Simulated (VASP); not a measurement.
# Eu (Im-3m) in VASP: a series of runs, part 2 of 3

VASP 6.6.1. Earlier steps stand in the parts before.

### 3 Single point, PBEsol, collinear spin, ferromagnetic start (volume scaled by 1.02)

Contents of INCAR:

```
  ALGO = Normal
  EDIFF = 1E-7
  ENCUT = 520
  GGA = PS
  ISIF = 2
  ISMEAR = -1
  ISPIN = 2
  LASPH = T
  LCHARG = T
  LELF = T
  LMAXMIX = 6
  LORBIT = 11
  LREAL = F
  LVHAR = T
  LWAVE = F
  MAGMOM = 7
  NBANDS = 18
  NELM = 150
  PREC = Accurate
  SIGMA = 0.05
```

Contents of KPOINTS:

```
k-points
0
Gamma
  8 8 8
```

Contents of POSCAR:

```
Eu
1.0
   -2.3182521001      2.3182521001      2.3182521001
    2.3182521001     -2.3182521001      2.3182521001
    2.3182521001      2.3182521001     -2.3182521001
Eu
1
Direct
    0.0000000000      0.0000000000      0.0000000000
```

Potentials or basis: VASP PAW PBE potentials, release 64 (Eu).

The run is started by

```sh
cat potpaw_PBE.64/Eu/POTCAR > POTCAR
mpirun -np 1 vasp_std > vasp.out
```

OUTCAR:

```text
EDIFF = 1E-7
   ENCUT = 520
   GGA = PS
   ISIF = 2
   ISMEAR = -1
   ISPIN = 2
   LASPH = T
   LORBIT = 11
   LREAL = F
   NELM = 150
   PREC = Accurate

 ion  position               nearest neighbor table
   1  0.000  0.000  0.000-

  LATTYP: Found a body centered cubic cell.
 ALAT       =     4.6365042002

  Lattice vectors:

 A1 = (  -2.3182521001,   2.3182521001,   2.3182521001)
 A2 = (   2.3182521001,  -2.3182521001,   2.3182521001)
 A3 = (   2.3182521001,   2.3182521001,  -2.3182521001)

Analysis of symmetry for initial positions (statically):
=====================================================================
 Subroutine PRICEL returns:
 Original cell was already a primitive cell.

 Routine SETGRP: Setting up the symmetry group for a
 body centered cubic supercell.

 Subroutine GETGRP returns: Found 48 space group operations
 (whereof 48 operations were pure point group operations)
 out of a pool of 48 trial point group operations.

The static configuration has the point symmetry O_h .

Analysis of symmetry for dynamics (positions and initial velocities):
=====================================================================
 Subroutine PRICEL returns:
 Original cell was already a primitive cell.

 Routine SETGRP: Setting up the symmetry group for a
 body centered cubic supercell.

 Subroutine GETGRP returns: Found 48 space group operations
 (whereof 48 operations were pure point group operations)
 out of a pool of 48 trial point group operations.

The dynamic configuration has the point symmetry O_h .

Analysis of structural, dynamic, and magnetic symmetry:
=====================================================================
 Subroutine PRICEL returns:
 Original cell was already a primitive cell.

 Routine SETGRP: Setting up the symmetry group for a
 body centered cubic supercell.

 Subroutine GETGRP returns: Found 48 space group operations
 (whereof 48 operations were pure point group operations)
 out of a pool of 48 trial point group operations.

The overall configuration has the point symmetry O_h .

 Subroutine INISYM returns: Found 48 space group operations
 (whereof 48 operations are pure point group operations),
 and found     1 'primitive' translations

----------------------------------------------------------------------------------------

                                     Primitive cell

  volume of cell :      49.8359

  direct lattice vectors                    reciprocal lattice vectors
    -2.318252100  2.318252100  2.318252100     0.000000000  0.215679736  0.215679736
     2.318252100 -2.318252100  2.318252100     0.215679736  0.000000000  0.215679736
     2.318252100  2.318252100 -2.318252100     0.215679736  0.215679736  0.000000000

  length of vectors
     4.015330422  4.015330422  4.015330422     0.305017207  0.305017207  0.305017207

  position of ions in fractional coordinates (direct lattice)
     0.000000000  0.000000000  0.000000000

  ion indices of the primitive-cell ions
   primitive index   ion index
                 1           1

----------------------------------------------------------------------------------------

 KPOINTS: k-points
[... 52 lines left out ...]
   total plane-waves  NPLWV =  27000
   dimension x,y,z NGX =    30 NGY =   30 NGZ =   30
   dimension x,y,z NGXF=    60 NGYF=   60 NGZF=   60
   ions per type =               1
   NGX,Y,Z   is equivalent  to a cutoff of  12.42, 12.42, 12.42 a.u.
   NGXF,Y,Z  is equivalent  to a cutoff of  24.84, 24.84, 24.84 a.u.
 SYSTEM =  unknown system
   PREC   = accura    normal or accurate (medium, high low for compatibility)
   ISTART =      0    job   : 0-new  1-cont  2-samecut
   ICHARG =      2    charge: 1-file 2-atom 10-const
   ISPIN  =      2    spin polarized calculation?
   LNONCOLLINEAR =      F non collinear calculations
   LSORBIT =      F    spin-orbit coupling
   LASPH  =      T    aspherical Exc in radial PAW
   ENCUT  =  520.0 eV  38.22 Ry    6.18 a.u.   7.47  7.47  7.47*2*pi/ulx,y,z
   NELM   =    150;   NELMIN=  2; NELMDL= -5     # of ELM steps
   EDIFF  = 0.1E-06   stopping-criterion for ELM
   LREAL  =      F    real-space projection
   EDIFFG = 0.1E-05   stopping-criterion for IOM
   NSW    =      0    number of steps for IOM
   IBRION =     -1    ionic relax: 0-MD 1-quasi-New 2-CG
   NFREE  =      0    steps in history (QN), initial steepest desc. (CG)
   ISIF   =      2    stress and relaxation
   ISYM   =      2    0-nonsym 1-usesym 2-fastsym
   POTIM  = 0.5000    time-step for ionic-motion
   TEBEG  =    0.0;   TEEND  =   0.0 temperature during run
   PSTRESS=    0.0 pullay stress
   NELECT =      17.0000    total number of electrons
   NUPDOWN=      -1.0000    fix difference up-down
   EMIN   =  10.00;   EMAX   =-10.00  energy-range for DOS
   EFERMI =   0.00;   METHOD = LEGACY
   ISMEAR =    -1;   SIGMA  =   0.05  broadening in eV -4-tet -1-fermi 0-gaus
   EFERMI_NEDOS =   21; number of points for ismear=-14 and -15
   IALGO  =     38    algorithm
   IMIX   =      4    mixing-type and parameters
     AMIX     =   0.40;   BMIX     =  1.00
     AMIX_MAG =   1.60;   BMIX_MAG =  1.00
  volume/ion in A,a.u.               =      49.84       336.31
  Fermi-wavevector in a.u.,A,eV,Ry     =   1.143871  2.161603 17.802427  1.308441
  Thomas-Fermi vector in A             =   2.280565
   LORBIT       =     11    0 simple, 1 ext, 2 COOP (PROOUT), +10 PAW based schemes
   GGA     = PS    functional components
   LHFCALC =     F    Hartree Fock is set to
   AEXX    =    0.0000 exact exchange contribution
   IVDW    =     0    specifies the selected vdW correction
   LEPSILON=     F    determine dielectric tensor
   LRPA    =     F    only Hartree local field effects (RPA)
 spin polarized calculation
  energy-cutoff  :      520.00
  volume of cell :       49.84
 maximum number of plane-waves:      1409
 NGX is ok and might be reduce to    30
   NGX = 15   NGY = 15   NGZ = 15

 number of electron      17.0000002 magnetization       7.3862388

 Free energy of the ion-electron system (eV)
  ---------------------------------------------------
  ext. energy  EPLUGINS =         0.00000000
  ---------------------------------------------------
  free energy    TOTEN  =       -11.55273528 eV

  energy without entropy =      -11.53865976  energy(sigma->0) =      -11.54569752

 E-fermi :   1.4190     XC(G=0):  -8.2816

 val. band max:        1.4167971562   @ k =  -0.3750   0.3750   0.3750
 cond. band min:       1.4209825814   @ k =   0.2500   0.2500   0.1250
 fundamental gap:      0.0041854251
 Fermi energy:         1.4189507700

 spin component 1

 k-point     1 :       0.0000    0.0000    0.0000
  band No.  band energies     occupation
      1     -40.3848      1.00000
      2     -19.0414      1.00000
      3     -19.0414      1.00000
      4     -19.0414      1.00000
      5      -2.7489      1.00000
      6       0.8970      0.99997
[... 493 lines left out ...]
     17       5.2388      0.00000
     18       8.2867      0.00000

 [... further k-points ...]

 spin component 2

 k-point     1 :       0.0000    0.0000    0.0000
  band No.  band energies     occupation
      1     -37.2576      1.00000
      2     -16.6918      1.00000
      3     -16.6918      1.00000
      4     -16.6918      1.00000
      5      -2.0037      1.00000
      6       4.0208      0.00000
[... 493 lines left out ...]
     17       6.6525      0.00000
     18       9.4949      0.00000

 [... further k-points ...]

------------------------ aborting loop because EDIFF is reached ----------------------------------------

  FORCE on cell =-STRESS in cart. coord.  units (eV):
  Direction    XX          YY          ZZ          XY          YZ          ZX
  --------------------------------------------------------------------------------------
  -------------------------------------------------------------------------------------
  Total       -0.9195548     -0.9195548     -0.9195548      0.0000000      0.0000000      0.0000000
  in kB      -29.5628444    -29.5628444    -29.5628444      0.0000000      0.0000000      0.0000000
  external PRESSURE =     -29.5628444 kB  Pullay stress =       0.0000000 kB

 VOLUME and BASIS-vectors are now :
 -----------------------------------------------------------------------------
  energy-cutoff  :      520.00
  volume of cell :       49.84
      direct lattice vectors                 reciprocal lattice vectors
    -2.318252100  2.318252100  2.318252100     0.000000000  0.215679736  0.215679736
     2.318252100 -2.318252100  2.318252100     0.215679736  0.000000000  0.215679736
     2.318252100  2.318252100 -2.318252100     0.215679736  0.215679736  0.000000000

 POSITION                                       TOTAL-FORCE (eV/Angst)
 -----------------------------------------------------------------------------------
      0.00000      0.00000      0.00000        -0.000000      0.000000      0.000000
 -----------------------------------------------------------------------------------
    total drift:                               -0.000000     -0.000000      0.000000

  FREE ENERGIE OF THE ION-ELECTRON SYSTEM (eV)
  ---------------------------------------------------
  free  energy   TOTEN  =       -11.5527352813 eV

  energy  without entropy=      -11.5386597573  energy(sigma->0) =      -11.54569752

 total charge

# of ion       s       p       d       f       tot
--------------------------------------------------
    1        2.075   5.692   0.228   6.684  14.679

 magnetization (x)

# of ion       s       p       d       f       tot
--------------------------------------------------
    1       -0.003  -0.087   0.124   6.683   6.717
```

stdout:

```text
POSCAR found type information on POSCAR Eu
 POSCAR found :  1 types and       1 ions
 scaLAPACK will be used
 -----------------------------------------------------------------------------
|                                                                             |
|                                                                             |
|     You enforced a specific xc type in the INCAR file but a different       |
|     I HOPE YOU KNOW WHAT YOU ARE DOING!                                     |
|                                                                             |
 -----------------------------------------------------------------------------

 LDA part: xc-table for (Slater+PW92), standard interpolation
 POSCAR, INCAR and KPOINTS ok, starting setup
 FFT: planning ... GRIDC
 FFT: planning ... GRID_SOFT
 FFT: planning ... GRID
 WAVECAR not read
 entering main loop
```

Wall time 1.9 min (1 thread of Intel Xeon Platinum 8175M at 2.50GHz (Skylake/Cascade Lake), shared host); peak memory 0.22 GiB.

Results:

```
Free energy                                           : -11.5527 eV
Pressure                                              : -3.0 GPa
Net moment                                            : 7.39 μB per cell
Site moments                                          : Eu +6.72 μB
Valence electrons inside the program's atomic spheres : Eu 14.68
```

Levels at points of the mesh, in eV from the Fermi level:
Spin up:
| k point | band 9 | band 10 | band 11 | band 12 | band 13 | band 14 | band 15 | band 16 |
| --- | --- | --- | --- | --- | --- | --- | --- | --- |
| (0.00, 0.00, 0.00) | -0.40 | -0.40 | -0.40 | -0.37 | 1.62 | 1.62 | 1.62 | 3.08 |
| (0.50, 0.00, 0.00) | -0.43 | -0.41 | -0.40 | -0.39 | 0.40 | 0.45 | 2.92 | 3.56 |
| (0.50, 0.50, 0.50) | -0.50 | -0.50 | -0.38 | -0.38 | -0.38 | 4.08 | 4.08 | 4.08 |
Spin down:
| k point | band 3 | band 4 | band 5 | band 6 | band 7 | band 8 |
| --- | --- | --- | --- | --- | --- | --- |
| (0.00, 0.00, 0.00) | -18.11 | -18.11 | -3.42 | 2.60 | 2.60 | 2.60 |
| (0.50, 0.00, 0.00) | -18.22 | -18.11 | -0.81 | 1.13 | 1.33 | 3.88 |
| (0.50, 0.50, 0.50) | -18.34 | -18.34 | -0.02 | -0.02 | 3.75 | 3.75 |

Caveat: the PAW data sets were made with another functional, which shifts forces and pressure a little; spin-orbit coupling is left out, which moves the levels of the heavy elements. The state reached can hang on the start; a lower one may exist.

### 4 Single point, PBEsol, collinear spin, ferromagnetic start (volume scaled by 1.04)

Contents of INCAR:

```
SYSTEM = Eu
ALGO = Normal ; EDIFF = 1E-7
ENCUT = 520 ; GGA = PS
ISIF = 2 ; ISMEAR = -1
ISPIN = 2 ; LASPH = .TRUE.
LCHARG = .FALSE. ; LMAXMIX = 6
LORBIT = 11 ; LREAL = .FALSE.
LWAVE = .FALSE. ; MAGMOM = 7
NBANDS = 18 ; NELM = 150
PREC = Accurate ; SIGMA = 0.05
```

Contents of KPOINTS:

```
k-points
0
G
  8 8 8
  0 0 0
```

Contents of POSCAR:

```
Eu
1.0
   -2.3333061070      2.3333061070      2.3333061070
    2.3333061070     -2.3333061070      2.3333061070
    2.3333061070      2.3333061070     -2.3333061070
Eu
1
Direct
    0.0000000000      0.0000000000      0.0000000000
```

The run is started by

```sh
cat potpaw_PBE.64/Eu/POTCAR > POTCAR
mpirun -np 1 vasp_std > vasp.out
```

Wall time 2.1 min (1 thread of Intel Xeon Platinum 8175M at 2.50GHz (Skylake/Cascade Lake), shared host); peak memory 0.22 GiB.

The run converged. Its results:

```yaml
Free_energy: -11.5348 eV
Pressure: -3.1 GPa
Net_moment: 7.40 μB per cell
Site_moments: Eu +6.72 μB
Valence_electrons_inside_the_program's_atomic_spheres: Eu 14.68
```

Levels at points of the mesh, in eV from the Fermi level:
Spin up:
```
           k point  band 10  band 11  band 12  band 13  band 14  band 15
(0.00, 0.00, 0.00)    -0.40    -0.40    -0.37     1.61     1.61     1.61
(0.50, 0.00, 0.00)    -0.42    -0.41    -0.39     0.37     0.46     2.87
(0.50, 0.50, 0.50)    -0.49    -0.38    -0.38    -0.38     3.99     3.99
```
Spin down:
| k point | band 1 | band 2 | band 3 | band 4 | band 5 | band 6 | band 7 | band 8 | band 9 | band 10 |
| --- | --- | --- | --- | --- | --- | --- | --- | --- | --- | --- |
| (0.00, 0.00, 0.00) | -38.69 | -18.13 | -18.13 | -18.13 | -3.39 | 2.58 | 2.58 | 2.58 | 3.96 | 3.96 |
| (0.50, 0.00, 0.00) | -38.67 | -18.44 | -18.24 | -18.14 | -0.80 | 1.09 | 1.34 | 3.88 | 3.98 | 4.13 |
| (0.50, 0.50, 0.50) | -38.65 | -18.35 | -18.35 | -18.35 | 0.01 | 0.01 | 3.73 | 3.73 | 3.73 | 4.09 |

Caveat: the PAW data sets were made with another functional, which shifts forces and pressure a little; spin-orbit coupling is left out, which moves the levels of the heavy elements.

(Part 2 of 3 ends here.)
